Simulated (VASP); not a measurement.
# AlNi3 (I4mm) in VASP: a series of runs, part 3 of 4

VASP 6.6.1.

### 5 Single point, PBEsol (atom 3 (Ni) moved +0.240 Å towards its neighbour atom 1 (Al) at 2.798 Å)

Input file INCAR:

```
ALGO = Fast ; EDIFF = 1E-7
ENCUT = 520 ; GGA = PS
ISIF = 2 ; ISMEAR = 0
LASPH = True ; LCHARG = False
LREAL = False ; LWAVE = False
NBANDS = 24 ; NELM = 80
PREC = Accurate ; SIGMA = 0.15
```

Input file KPOINTS:

```
k-points
0
Gamma
  14 14 14
```

Input file POSCAR:

```
AlNi3
1.0
    0.0000000000      2.7984078565      2.7984078565
    2.7984078565      0.0000000000      2.7984078565
    2.7984078565      2.7984078565      0.0000000000
Al Ni
1 3
Direct
    0.5000000000      0.5000000000      0.5000000000
    0.2500000000      0.2500000000      0.2500000000
   -0.0428815263     -0.0428815263      0.0428815263
    0.7500000000      0.7500000000      0.7500000000
```

Potentials or basis: VASP PAW PBE potentials, release 64 (Al, Ni).

Started as:

```bash
$ cat potpaw_PBE.64/Al/POTCAR potpaw_PBE.64/Ni/POTCAR > POTCAR
$ mpirun -np 1 vasp_std > vasp.out
```

OUTCAR:

```text
EDIFF = 1E-7
   ENCUT = 520
   GGA = PS
   ISIF = 2
   ISMEAR = 0
   LASPH = True
   LREAL = False
   NELM = 80
   PREC = Accurate

 ion  position               nearest neighbor table
   1  0.500  0.500  0.500-   2 2.42   2 2.42   2 2.42   2 2.42   4 2.42   4 2.42   4 2.42   4 2.42
                             3 2.56   3 2.81   3 2.81   3 2.81   3 2.81   3 3.04
   2  0.250  0.250  0.250-   3 2.29   3 2.29   1 2.42   1 2.42   1 2.42   1 2.42   3 2.57   3 2.57
                             4 2.80   4 2.80   4 2.80   4 2.80   4 2.80   4 2.80
   3  0.957  0.957  0.043-   4 2.29   4 2.29   2 2.29   2 2.29   1 2.56   2 2.57   4 2.57   4 2.57
                             2 2.57   1 2.81   1 2.81   1 2.81   1 2.81   1 3.04
   4  0.750  0.750  0.750-   3 2.29   3 2.29   1 2.42   1 2.42   1 2.42   1 2.42   3 2.57   3 2.57
                             2 2.80   2 2.80   2 2.80   2 2.80   2 2.80   2 2.80

  LATTYP: Found a face centered cubic cell.
 ALAT       =     5.5968157130

  Lattice vectors:

 A1 = (   0.0000000000,   2.7984078565,   2.7984078565)
 A2 = (   2.7984078565,   0.0000000000,   2.7984078565)
 A3 = (   2.7984078565,   2.7984078565,   0.0000000000)

Analysis of symmetry for initial positions (statically):
=====================================================================
 Subroutine PRICEL returns:
 Original cell was already a primitive cell.

 Routine SETGRP: Setting up the symmetry group for a
 face centered cubic supercell.

 Subroutine GETGRP returns: Found  8 space group operations
 (whereof  8 operations were pure point group operations)
 out of a pool of 48 trial point group operations.

The static configuration has the point symmetry C_4v.

Analysis of symmetry for dynamics (positions and initial velocities):
=====================================================================
 Subroutine PRICEL returns:
 Original cell was already a primitive cell.

 Routine SETGRP: Setting up the symmetry group for a
 face centered cubic supercell.

 Subroutine GETGRP returns: Found  8 space group operations
 (whereof  8 operations were pure point group operations)
 out of a pool of 48 trial point group operations.

The dynamic configuration has the point symmetry C_4v.

 Subroutine INISYM returns: Found  8 space group operations
 (whereof  8 operations are pure point group operations),
 and found     1 'primitive' translations

----------------------------------------------------------------------------------------

                                     Primitive cell

  volume of cell :      43.8291

  direct lattice vectors                    reciprocal lattice vectors
     0.000000000  2.798407856  2.798407856    -0.178673026  0.178673026  0.178673026
     2.798407856  0.000000000  2.798407856     0.178673026 -0.178673026  0.178673026
     2.798407856  2.798407856  0.000000000     0.178673026  0.178673026 -0.178673026

  length of vectors
     3.957546344  3.957546344  3.957546344     0.309470759  0.309470759  0.309470759

  position of ions in fractional coordinates (direct lattice)
     0.500000000  0.500000000  0.500000000
[... 33 lines left out ...]
 ===========================================

 Found    244 irreducible k-points:

 Following reciprocal coordinates:
            Coordinates               Weight
  0.000000  0.000000  0.000000      1.000000
  0.071429  0.000000  0.000000      8.000000
  0.142857  0.000000  0.000000      8.000000
  0.214286  0.000000  0.000000      8.000000
  0.285714  0.000000  0.000000      8.000000
  0.357143  0.000000  0.000000      8.000000
[... 16 lines left out ...]
 -0.428571  0.071429  0.000000      8.000000
  0.000000 -0.428571  0.071429     16.000000
 [... further k-points ...]
   k-points           NKPTS =    244   k-points in BZ     NKDIM =    244   number of bands    NBANDS=     24
   number of dos      NEDOS =    301   number of ions     NIONS =      4
   total plane-waves  NPLWV =  27000
   dimension x,y,z NGX =    30 NGY =   30 NGZ =   30
   dimension x,y,z NGXF=    60 NGYF=   60 NGZF=   60
   ions per type =               1   3
   NGX,Y,Z   is equivalent  to a cutoff of  12.60, 12.60, 12.60 a.u.
   NGXF,Y,Z  is equivalent  to a cutoff of  25.20, 25.20, 25.20 a.u.
 SYSTEM =  unknown system
   PREC   = accura    normal or accurate (medium, high low for compatibility)
   ISTART =      0    job   : 0-new  1-cont  2-samecut
   ICHARG =      2    charge: 1-file 2-atom 10-const
   ISPIN  =      1    spin polarized calculation?
   LNONCOLLINEAR =      F non collinear calculations
   LSORBIT =      F    spin-orbit coupling
   LASPH  =      T    aspherical Exc in radial PAW
   ENCUT  =  520.0 eV  38.22 Ry    6.18 a.u.   7.36  7.36  7.36*2*pi/ulx,y,z
   NELM   =     80;   NELMIN=  2; NELMDL= -5     # of ELM steps
   EDIFF  = 0.1E-06   stopping-criterion for ELM
   LREAL  =      F    real-space projection
   EDIFFG = 0.1E-05   stopping-criterion for IOM
   NSW    =      0    number of steps for IOM
   IBRION =     -1    ionic relax: 0-MD 1-quasi-New 2-CG
   NFREE  =      0    steps in history (QN), initial steepest desc. (CG)
   ISIF   =      2    stress and relaxation
   ISYM   =      2    0-nonsym 1-usesym 2-fastsym
   POTIM  = 0.5000    time-step for ionic-motion
   TEBEG  =    0.0;   TEEND  =   0.0 temperature during run
   PSTRESS=    0.0 pullay stress
   NELECT =      33.0000    total number of electrons
   NUPDOWN=      -1.0000    fix difference up-down
   EMIN   =  10.00;   EMAX   =-10.00  energy-range for DOS
   EFERMI =   0.00;   METHOD = LEGACY
   ISMEAR =     0;   SIGMA  =   0.15  broadening in eV -4-tet -1-fermi 0-gaus
   EFERMI_NEDOS =   21; number of points for ismear=-14 and -15
   IALGO  =     68    algorithm
   IMIX   =      4    mixing-type and parameters
     AMIX     =   0.40;   BMIX     =  1.00
     AMIX_MAG =   1.60;   BMIX_MAG =  1.00
  volume/ion in A,a.u.               =      10.96        73.94
  Fermi-wavevector in a.u.,A,eV,Ry     =   1.489333  2.814431 30.179255  2.218113
  Thomas-Fermi vector in A             =   2.602255
   LORBIT       =      0    0 simple, 1 ext, 2 COOP (PROOUT), +10 PAW based schemes
   GGA     = PS    functional components
   LHFCALC =     F    Hartree Fock is set to
   AEXX    =    0.0000 exact exchange contribution
   IVDW    =     0    specifies the selected vdW correction
   LEPSILON=     F    determine dielectric tensor
   LRPA    =     F    only Hartree local field effects (RPA)
 non-spin polarized calculation
 RMM-DIIS sequential band-by-band and
 Gauss-broadening in eV      SIGMA  =   0.15
  energy-cutoff  :      520.00
  volume of cell :       43.83
 maximum number of plane-waves:      1243
 NGX is ok and might be reduce to    30
   NGX = 15   NGY = 15   NGZ = 15

 number of electron      33.0000007 magnetization

 Free energy of the ion-electron system (eV)
  ---------------------------------------------------
  ext. energy  EPLUGINS =         0.00000000
  ---------------------------------------------------
  free energy    TOTEN  =       -23.81708135 eV

  energy without entropy =      -23.78363895  energy(sigma->0) =      -23.80036015

 E-fermi :   9.8817     XC(G=0): -12.9714

 val. band max:        9.8777805979   @ k =  -0.2857   0.5000   0.2143
 cond. band min:       9.8837422911   @ k =   0.2143   0.0714   0.5000
 fundamental gap:      0.0059616932
 Fermi energy:         9.8817462265

 k-point     1 :       0.0000    0.0000    0.0000
  band No.  band energies     occupation
      1      -0.3789      2.00000
      2       6.0945      2.00000
      3       6.1393      2.00000
      4       6.3473      2.00000
      5       6.3473      2.00000
      6       6.5199      2.00000
[... 637 lines left out ...]
     23      18.3155      0.00000
     24      21.2157      0.00000

 [... further k-points ...]

------------------------ aborting loop because EDIFF is reached ----------------------------------------

  FORCE on cell =-STRESS in cart. coord.  units (eV):
  Direction    XX          YY          ZZ          XY          YZ          ZX
  --------------------------------------------------------------------------------------
  -------------------------------------------------------------------------------------
  Total        1.1346506      1.1346506      0.7070443      0.0000000      0.0000000      0.0000000
  in kB       41.4772242     41.4772242     25.8460510      0.0000000      0.0000000      0.0000000
  external PRESSURE =      36.2668332 kB  Pullay stress =       0.0000000 kB

 VOLUME and BASIS-vectors are now :
 -----------------------------------------------------------------------------
  energy-cutoff  :      520.00
  volume of cell :       43.83
      direct lattice vectors                 reciprocal lattice vectors
     0.000000000  2.798407856  2.798407856    -0.178673026  0.178673026  0.178673026
     2.798407856  0.000000000  2.798407856     0.178673026 -0.178673026  0.178673026
     2.798407856  2.798407856  0.000000000     0.178673026  0.178673026 -0.178673026

 POSITION                                       TOTAL-FORCE (eV/Angst)
 -----------------------------------------------------------------------------------
      2.79841      2.79841      2.79841         0.000000      0.000000     -0.430769
      1.39920      1.39920      1.39920         0.000000      0.000000     -0.925743
      2.79841      2.79841      5.35682         0.000000      0.000000      2.282255
      4.19761      4.19761      4.19761         0.000000      0.000000     -0.925743
 -----------------------------------------------------------------------------------
    total drift:                               -0.000002     -0.000002      0.000229

  FREE ENERGIE OF THE ION-ELECTRON SYSTEM (eV)
  ---------------------------------------------------
  free  energy   TOTEN  =       -23.8170813473 eV

  energy  without entropy=      -23.7836389474  energy(sigma->0) =      -23.80036015
```

OSZICAR:

```text
N       E                     dE             d eps       ncg     rms          rms(c)
DAV:   1     0.182597057849E+03    0.18260E+03   -0.13965E+04 11728   0.176E+03
DAV:   2    -0.192009420627E+02   -0.20180E+03   -0.19016E+03 11720   0.320E+02
DAV:   3    -0.276745590832E+02   -0.84736E+01   -0.81126E+01 14176   0.906E+01
DAV:   4    -0.277975456792E+02   -0.12299E+00   -0.12292E+00 14288   0.951E+00
DAV:   5    -0.278014816080E+02   -0.39359E-02   -0.39358E-02 15240   0.156E+00    0.197E+01
RMM:   6    -0.274603349639E+02    0.34115E+00   -0.39906E+01 12774   0.744E+01    0.179E+01
RMM:   7    -0.239633923505E+02    0.34969E+01   -0.11063E+01 11923   0.417E+01    0.509E+00
RMM:   8    -0.242418693612E+02   -0.27848E+00   -0.72957E-01 12648   0.932E+00    0.746E+00
RMM:   9    -0.238327432864E+02    0.40913E+00   -0.30808E-01 12601   0.647E+00    0.773E-01
RMM:  10    -0.238183071885E+02    0.14436E-01   -0.36218E-02 12616   0.155E+00    0.442E-01
RMM:  11    -0.238169324561E+02    0.13747E-02   -0.98012E-03 14145   0.981E-01    0.171E-01
RMM:  12    -0.238171489368E+02   -0.21648E-03   -0.25442E-03 13764   0.531E-01    0.134E-01
RMM:  13    -0.238170623580E+02    0.86579E-04   -0.11540E-03 14310   0.327E-01    0.593E-02
RMM:  14    -0.238170719339E+02   -0.95759E-05   -0.37830E-04 15080   0.160E-01    0.135E-02
RMM:  15    -0.238170802029E+02   -0.82690E-05   -0.96664E-05 16470   0.581E-02    0.955E-03
RMM:  16    -0.238170811212E+02   -0.91833E-06   -0.10466E-05 15555   0.234E-02    0.496E-03
RMM:  17    -0.238170813225E+02   -0.20122E-06   -0.34200E-06 14796   0.106E-02    0.131E-03
RMM:  18    -0.238170813473E+02   -0.24844E-07   -0.37378E-07  8937   0.421E-03
   1 F= -.23817081E+02 E0= -.23800360E+02  d E =-.334424E-01
```

stdout:

```text
POSCAR found type information on POSCAR AlNi
 POSCAR found :  2 types and       4 ions
 scaLAPACK will be used
 -----------------------------------------------------------------------------
|                                                                             |
|                                                                             |
|     You enforced a specific xc type in the INCAR file but a different       |
|     I HOPE YOU KNOW WHAT YOU ARE DOING!                                     |
|                                                                             |
 -----------------------------------------------------------------------------

 LDA part: xc-table for (Slater+PW92), standard interpolation
 POSCAR, INCAR and KPOINTS ok, starting setup
 FFT: planning ... GRIDC
 FFT: planning ... GRID_SOFT
 FFT: planning ... GRID
 WAVECAR not read
 entering main loop
```

Wall time 2.6 min (1 thread of Intel Xeon 6975P-C (Granite Rapids), shared host); peak memory 0.34 GiB.

Results:

```yaml
Free_energy: -23.8171 eV
Pressure: 3.6 GPa
Largest_force: 2.282 eV/Å
Band_gap_on_the_k_mesh: zero (an odd number of electrons rules out a gap without spin polarisation)
```

Forces in eV/Å, atoms in the order of the input:
```
Al   0.000  0.000 -0.431
Ni   0.000  0.000 -0.926
Ni   0.000  0.000  2.282
Ni   0.000  0.000 -0.926
```

Stress tensor (GPa, compression positive):
```
4.15 0.00 0.00
0.00 4.15 0.00
0.00 0.00 2.58
```

Levels at points of the mesh, in eV from the Fermi level:
| k point | band 13 | band 14 | band 15 | band 16 | band 17 | band 18 | band 19 | band 20 |
| --- | --- | --- | --- | --- | --- | --- | --- | --- |
| (0.00, 0.00, 0.00) | -0.79 | -0.59 | -0.58 | -0.50 | 5.15 | 5.15 | 5.30 | 5.98 |
| (0.50, 0.00, 0.00) | -0.78 | -0.68 | -0.53 | -0.42 | -0.14 | 4.17 | 4.23 | 4.85 |
| (0.50, 0.50, 0.00) | -1.20 | -0.67 | -0.62 | -0.62 | -0.57 | -0.57 | 0.06 | 4.27 |
| (0.00, 0.50, 0.50) | -1.12 | -0.64 | -0.51 | -0.30 | -0.30 | -0.29 | -0.06 | 4.16 |

Caveat: the cell differs from its parent crystal (atom 3 (Ni) moved +0.240 Å towards its neighbour atom 1 (Al) at 2.798 Å); the cell stands under pressure; the PAW data sets were made with another functional, which shifts forces and pressure a little.

[end of part 3 of 4]
